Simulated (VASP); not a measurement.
# SiC (R3m) in VASP: notebook

Runs on SiC. Level: PBE. Tasks: single point.

All numbers are computed with VASP 6.6.1; they aren't measurements. Logs are shortened: lines on timing, memory, paths and dates and some standing lists are left out, and cuts for length are marked.

**1. The cell of the first run**

The structure is trigonal, space group R3m (No. 160). The conventional cell has a = 2.889 Å, b = 2.889 Å, c = 7.669 Å, α = 90.00°, β = 90.00°, γ = 120.00°. Within 2.4 Å of Si (site symmetry 3m) lie 4 C at 1.79 to 1.92 Å. C (site symmetry 3m) has 4 Si at 1.79 to 1.92 Å within 2.4 Å.

**2. Single point, PBE**

Input file INCAR:

```
SYSTEM = SiC
PREC = Accurate ; ENCUT = 520
EDIFF = 1E-6 ; ISMEAR = 0
SIGMA = 0.05 ; LREAL = .False.
LASPH = .True. ; NELM = 60
ALGO = Normal ; ISIF = 2
LWAVE = .False. ; LCHARG = .True.
GGA = PE ; LELF = .True.
LVHAR = .True. ; NBANDS = 11
```

Input file KPOINTS:

```
regular mesh
0
Gamma
  12 12 12
  0 0 0
```

Input file POSCAR:

```
SiC
1.0
    0.0000000000      2.0431332184      2.0431332184
    2.0431332184      0.0000000000      2.0431332184
    2.1568676343      2.1568676343     -0.1137344158
Si C
1 1
Direct
    0.0000000000      0.0000000000      0.0000000000
    0.7500000000      0.7500000000      0.7500000000
```

Potentials or basis: VASP PAW PBE potentials, release 64 (Si, C).

On the command line:

```
cat potpaw_PBE.64/Si/POTCAR potpaw_PBE.64/C/POTCAR > POTCAR
mpirun -np 1 vasp_std > vasp.out
```

OUTCAR:

```text
SYSTEM = SiC
   PREC = Accurate
   ENCUT = 520
   EDIFF = 1E-6
   ISMEAR = 0
   LREAL = .False.
   LASPH = .True.
   NELM = 60
   ISIF = 2
   GGA = PE

 ion  position               nearest neighbor table
   1  0.000  0.000  0.000-   2 1.79   2 1.79   2 1.79   2 1.92
   2  0.750  0.750  0.750-   1 1.79   1 1.79   1 1.79   1 1.92

  LATTYP: Found a trigonal (rhomboedric) cell.
 ALAT       =     3.0523911120
 COS(alpha) =     0.5519638991

  Lattice vectors:

 A1 = (   2.1568676343,   0.1137344159,  -2.1568676342)
 A2 = (   0.1137344159,   2.1568676343,  -2.1568676342)
 A3 = (   2.1568676343,   2.1568676343,  -0.1137344158)

Analysis of symmetry for initial positions (statically):
=====================================================================
 Subroutine PRICEL returns:
 Original cell was already a primitive cell.

 Routine SETGRP: Setting up the symmetry group for a
 trigonal (rhombohedral) supercell.

 Subroutine GETGRP returns: Found  6 space group operations
 (whereof  6 operations were pure point group operations)
 out of a pool of 12 trial point group operations.

The static configuration has the point symmetry C_3v.

Analysis of symmetry for dynamics (positions and initial velocities):
=====================================================================
 Subroutine PRICEL returns:
 Original cell was already a primitive cell.

 Routine SETGRP: Setting up the symmetry group for a
 trigonal (rhombohedral) supercell.

 Subroutine GETGRP returns: Found  6 space group operations
 (whereof  6 operations were pure point group operations)
 out of a pool of 12 trial point group operations.

The dynamic configuration has the point symmetry C_3v.

 Subroutine INISYM returns: Found  6 space group operations
 (whereof  6 operations are pure point group operations),
 and found     1 'primitive' translations

----------------------------------------------------------------------------------------

                                     Primitive cell

  volume of cell :      18.4820

  direct lattice vectors                    reciprocal lattice vectors
     0.000000000  2.043133218  2.043133218    -0.238435662  0.251008683  0.238435662
     2.043133218  0.000000000  2.043133218     0.251008683 -0.238435662  0.238435662
     2.156867634  2.156867634 -0.113734416     0.225862642  0.225862642 -0.225862642

  length of vectors
     2.889426707  2.889426707  3.052391112     0.420367088  0.420367088  0.391205571

  position of ions in fractional coordinates (direct lattice)
     0.000000000  0.000000000  0.000000000
     0.750000000  0.750000000  0.750000000

  ion indices of the primitive-cell ions
   primitive index   ion index
                 1           1
                 2           2

----------------------------------------------------------------------------------------

 KPOINTS: regular mesh

Automatic generation of k-mesh.
 Grid dimensions read from file:
 generate k-points for:   12   12   12

 Generating k-lattice:

  Cartesian coordinates                     Fractional coordinates (reciprocal lattice)
    -0.019869639  0.020917390  0.019869639     0.083333333  0.000000000  0.000000000
     0.020917390 -0.019869639  0.019869639     0.000000000  0.083333333  0.000000000
     0.018821887  0.018821887 -0.018821887     0.000000000  0.000000000  0.083333333

  Length of vectors
     0.035030591  0.035030591  0.032600464

  Shift w.r.t. Gamma in fractional coordinates (k-lattice)
     0.000000000  0.000000000  0.000000000

 Subroutine IBZKPT returns following result:
 ===========================================

 Found    189 irreducible k-points:

 Following reciprocal coordinates:
            Coordinates               Weight
  0.000000  0.000000  0.000000      1.000000
  0.083333  0.000000 -0.000000      6.000000
  0.166667  0.000000  0.000000      6.000000
  0.250000  0.000000  0.000000      6.000000
  0.333333  0.000000 -0.000000      6.000000
  0.416667  0.000000 -0.000000      6.000000
[... 16 lines left out ...]
  0.500000  0.166667  0.000000     12.000000
 -0.416667  0.166667  0.000000     12.000000
 [... further k-points ...]
   k-points           NKPTS =    189   k-points in BZ     NKDIM =    189   number of bands    NBANDS=     11
   number of dos      NEDOS =    301   number of ions     NIONS =      2
   total plane-waves  NPLWV =  13824
   dimension x,y,z NGX =    24 NGY =   24 NGZ =   24
   dimension x,y,z NGXF=    48 NGYF=   48 NGZF=   48
   ions per type =               1   1
   NGX,Y,Z   is equivalent  to a cutoff of  13.81, 13.81, 13.07 a.u.
   NGXF,Y,Z  is equivalent  to a cutoff of  27.62, 27.62, 26.14 a.u.
 SYSTEM =  SiC
   PREC   = accura    normal or accurate (medium, high low for compatibility)
   ISTART =      0    job   : 0-new  1-cont  2-samecut
   ICHARG =      2    charge: 1-file 2-atom 10-const
   ISPIN  =      1    spin polarized calculation?
   LNONCOLLINEAR =      F non collinear calculations
   LSORBIT =      F    spin-orbit coupling
   LASPH  =      T    aspherical Exc in radial PAW
   ENCUT  =  520.0 eV  38.22 Ry    6.18 a.u.   5.37  5.37  5.68*2*pi/ulx,y,z
   NELM   =     60;   NELMIN=  2; NELMDL= -5     # of ELM steps
   EDIFF  = 0.1E-05   stopping-criterion for ELM
   LREAL  =      F    real-space projection
   EDIFFG = 0.1E-04   stopping-criterion for IOM
   NSW    =      0    number of steps for IOM
   IBRION =     -1    ionic relax: 0-MD 1-quasi-New 2-CG
   NFREE  =      0    steps in history (QN), initial steepest desc. (CG)
   ISIF   =      2    stress and relaxation
   ISYM   =      2    0-nonsym 1-usesym 2-fastsym
   POTIM  = 0.5000    time-step for ionic-motion
   TEBEG  =    0.0;   TEEND  =   0.0 temperature during run
   PSTRESS=    0.0 pullay stress
   NELECT =       8.0000    total number of electrons
   NUPDOWN=      -1.0000    fix difference up-down
   EMIN   =  10.00;   EMAX   =-10.00  energy-range for DOS
   EFERMI =   0.00;   METHOD = LEGACY
   ISMEAR =     0;   SIGMA  =   0.05  broadening in eV -4-tet -1-fermi 0-gaus
   EFERMI_NEDOS =   21; number of points for ismear=-14 and -15
   IALGO  =     38    algorithm
   IMIX   =      4    mixing-type and parameters
     AMIX     =   0.40;   BMIX     =  1.00
     AMIX_MAG =   1.60;   BMIX_MAG =  1.00
  volume/ion in A,a.u.               =       9.24        62.36
  Fermi-wavevector in a.u.,A,eV,Ry     =   1.238384  2.340206 20.865810  1.533594
  Thomas-Fermi vector in A             =   2.372911
   LORBIT       =      0    0 simple, 1 ext, 2 COOP (PROOUT), +10 PAW based schemes
   GGA     = PE    functional components
   LHFCALC =     F    Hartree Fock is set to
   AEXX    =    0.0000 exact exchange contribution
   IVDW    =     0    specifies the selected vdW correction
   LEPSILON=     F    determine dielectric tensor
   LRPA    =     F    only Hartree local field effects (RPA)
 non-spin polarized calculation
 Gauss-broadening in eV      SIGMA  =   0.05
  energy-cutoff  :      520.00
  volume of cell :       18.48
 maximum number of plane-waves:       511
 NGX is ok and might be reduce to    24
   NGX = 11   NGY = 11   NGZ = 11

 number of electron       8.0000001 magnetization

 Free energy of the ion-electron system (eV)
  ---------------------------------------------------
  ext. energy  EPLUGINS =         0.00000000
  ---------------------------------------------------
  free energy    TOTEN  =       -14.63918147 eV

  energy without entropy =      -14.63918147  energy(sigma->0) =      -14.63918147

 E-fermi :   9.8986     XC(G=0): -11.8541

 val. band max:        9.6446366464   @ k =   0.0000   0.0000   0.0000
 cond. band min:      10.5649368264   @ k =   0.5000   0.5000   0.0000
 fundamental gap:      0.9203001800
 Fermi energy:         9.8985506987

 k-point     1 :       0.0000    0.0000    0.0000
  band No.  band energies     occupation
      1      -6.9106      2.00000
      2       8.9583      2.00000
      3       9.6446      2.00000
      4       9.6446      2.00000
      5      14.9924      0.00000
      6      18.2875      0.00000
      7      18.2875      0.00000
      8      18.3294      0.00000
      9      24.6899      0.00000
     10      24.6899      0.00000
     11      27.0472      0.00000

 k-point     2 :       0.0833    0.0000   -0.0000
  band No.  band energies     occupation
      1      -6.7561      2.00000
      2       8.7069      2.00000
      3       9.1066      2.00000
      4       9.5240      2.00000
      5      15.1801      0.00000
      6      18.0356      0.00000
      7      18.4867      0.00000
      8      18.8696      0.00000
      9      23.5577      0.00000
     10      23.9575      0.00000
     11      26.9584      0.00000

 k-point     3 :       0.1667    0.0000    0.0000
  band No.  band energies     occupation
      1      -6.2962      2.00000
      2       7.1881      2.00000
      3       8.7338      2.00000
      4       9.2252      2.00000
      5      15.5083      0.00000
      6      17.7728      0.00000
      7      18.7927      0.00000
      8      19.6952      0.00000
      9      22.4001      0.00000
     10      23.2885      0.00000
     11      26.1099      0.00000

 k-point     4 :       0.2500    0.0000    0.0000
  band No.  band energies     occupation
      1      -5.5445      2.00000
      2       5.1527      2.00000
      3       8.4769      2.00000
      4       8.8727      2.00000
      5      15.5931      0.00000
      6      17.5090      0.00000
      7      18.6271      0.00000
      8      20.0889      0.00000
      9      22.4483      0.00000
     10      23.8461      0.00000
     11      25.8035      0.00000

 k-point     5 :       0.3333    0.0000   -0.0000
  band No.  band energies     occupation
      1      -4.5356      2.00000
      2       3.0824      2.00000
      3       8.2796      2.00000
      4       8.5672      2.00000
      5      15.4455      0.00000
      6      17.0673      0.00000
      7      18.1197      0.00000
      8      20.1589      0.00000
      9      23.4692      0.00000
     10      25.4898      0.00000
     11      26.3871      0.00000
[... 211 lines left out ...]
 k-point    21 :       0.3333    0.1667    0.0000
  band No.  band energies     occupation
      1      -4.7697      2.00000
      2       4.7253      2.00000
      3       7.1792      2.00000
      4       7.5963      2.00000
      5      14.4274      0.00000
      6      17.8208      0.00000
      7      19.4846      0.00000
      8      20.1890      0.00000
      9      23.0038      0.00000
     10      26.2686      0.00000
     11      28.7292      0.00000

 k-point    22 :       0.4167    0.1667   -0.0000
  band No.  band energies     occupation
      1      -3.7245      2.00000
      2       2.8856      2.00000
      3       6.9242      2.00000
      4       7.1912      2.00000
      5      14.1677      0.00000
      6      17.9279      0.00000
      7      19.2597      0.00000
      8      20.8264      0.00000
      9      23.7097      0.00000
     10      27.3229      0.00000
     11      29.1726      0.00000

 k-point    23 :       0.5000    0.1667    0.0000
  band No.  band energies     occupation
      1      -2.6353      2.00000
      2       1.3071      2.00000
      3       6.4664      2.00000
      4       7.3075      2.00000
      5      14.1916      0.00000
      6      17.6155      0.00000
      7      18.8449      0.00000
      8      21.8034      0.00000
      9      24.4885      0.00000
     10      27.6511      0.00000
     11      29.0782      0.00000

 k-point    24 :      -0.4167    0.1667    0.0000
  band No.  band energies     occupation
      1      -2.3175      2.00000
      2       0.8974      2.00000
      3       6.1666      2.00000
      4       7.6228      2.00000
      5      14.5478      0.00000
      6      17.2546      0.00000
      7      18.5702      0.00000
      8      21.7309      0.00000
      9      25.2010      0.00000
     10      26.3416      0.00000
     11      29.2595      0.00000

 [... further k-points ...]
[... 5 lines left out ...]
  --------------------------------------------------------------------------------------
  -------------------------------------------------------------------------------------
  Total        4.2746142      4.2746142      4.2746142     -2.1417455      2.1417455      2.1417455
  in kB      370.5600005    370.5600005    370.5600005   -185.6647553    185.6647553    185.6647553
  external PRESSURE =     370.5600005 kB  Pullay stress =       0.0000000 kB

 VOLUME and BASIS-vectors are now :
 -----------------------------------------------------------------------------
  energy-cutoff  :      520.00
  volume of cell :       18.48
      direct lattice vectors                 reciprocal lattice vectors
     0.000000000  2.043133218  2.043133218    -0.238435662  0.251008683  0.238435662
     2.043133218  0.000000000  2.043133218     0.251008683 -0.238435662  0.238435662
     2.156867634  2.156867634 -0.113734416     0.225862642  0.225862642 -0.225862642

 POSITION                                       TOTAL-FORCE (eV/Angst)
 -----------------------------------------------------------------------------------
      0.00000      0.00000      0.00000         0.606947      0.606947     -0.606947
      3.15000      3.15000      2.97940        -0.606947     -0.606947      0.606947
 -----------------------------------------------------------------------------------
    total drift:                               -0.000023     -0.000023      0.000023

  FREE ENERGIE OF THE ION-ELECTRON SYSTEM (eV)
  ---------------------------------------------------
  free  energy   TOTEN  =       -14.6391814688 eV

  energy  without entropy=      -14.6391814688  energy(sigma->0) =      -14.63918147
```

It took 40 s on 1 thread of Intel Xeon 8259CL, shared host; peak memory 0.16 GiB.

What came out:

* Free energy: -14.6392 eV
* Pressure: 37.1 GPa
* Largest force: 1.051 eV/Å
* Band gap on the k mesh: 0.92 eV, indirect (least direct gap 4.07 eV)

Forces in eV/Å, atoms in the order of the input:
```
Si   0.607  0.607 -0.607
C   -0.607 -0.607  0.607
```

Levels at points of the mesh, in eV from the valence-band top:
```csv
k point,band 2,band 3,band 4,band 5,band 6,band 7
"(0.00, 0.00, 0.00)",-0.69,0.00,0.00,5.35,8.64,8.64
"(0.50, 0.00, 0.00)",-9.34,-1.52,-1.35,5.56,6.87,7.90
"(0.50, 0.50, 0.00)",-8.38,-4.02,-3.15,0.92,4.68,14.59
"(0.00, 0.00, 0.50)",-9.56,-0.78,-0.78,7.54,8.26,8.26
```

Caveat: forces of over 1 eV/Å act on the atoms, so gaps and moduli don't describe the material at rest.

(Part 1 of 2 ends here.)
